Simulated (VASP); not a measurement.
A run of VASP 6.6.1 is set up as follows.

INCAR

```
  PREC = Accurate
  ENCUT = 600
  EDIFF = 1E-6
  ISMEAR = -1
  SIGMA = 0.05
  LREAL = False
  LASPH = True
  NELM = 100
  ALGO = Normal
  ISIF = 3
  LWAVE = False
  LCHARG = False
  GGA = RE
  IBRION = 2
  NSW = 60
  EDIFFG = -0.01
```

The input KPOINTS:

```
regular mesh
0
Gamma
  10 10 10
```

The input POSCAR:

```
TaN
1.0
    0.0000000000      2.2113230000      2.2113230000
    2.2113230000      0.0000000000      2.2113230000
    2.2113230000      2.2113230000      0.0000000000
Ta N
1 1
Direct
    0.5000000000      0.5000000000      0.5000000000
    0.0000000000      0.0000000000      0.0000000000
```

Potentials or basis: VASP PAW PBE potentials, release 64 (Ta_pv, N).

Launch:

```console
$ cat potpaw_PBE.64/Ta_pv/POTCAR potpaw_PBE.64/N/POTCAR > POTCAR
$ mpirun -np 1 vasp_std > vasp.out
```

Q: Estimate the band gap on the k mesh.

A: Zero (band 8 reaches 11.16 eV, above the bottom of band 9 at 7.30 eV).

Q: Predict the space group after relaxing (to 0.05 Å).

A: Fm-3m (No. 225).

Q: Predict the relaxed cell.

A: a = 3.136 Å, b = 3.136 Å, c = 3.136 Å, α = 60.00°, β = 60.00°, γ = 60.00°.

Q: Predict the relaxed volume.

A: 10.90 Å³/atom.

The path:
| step | energy change (eV) | largest force (eV/Å) | pressure (GPa) | volume (Å³) |
| --- | --- | --- | --- | --- |
| 1 | 0.0000 | 0.0000 | 2.70 | 21.63 |
| 2 | 0.0054 | 0.0000 | -5.49 | 22.20 |
| 3 | -0.0015 | 0.0000 | -0.01 | 21.81 |

Caveat: the PAW data sets were made with another functional, which shifts forces and pressure a little; spin-orbit coupling is left out, which moves the levels of the heavy elements.
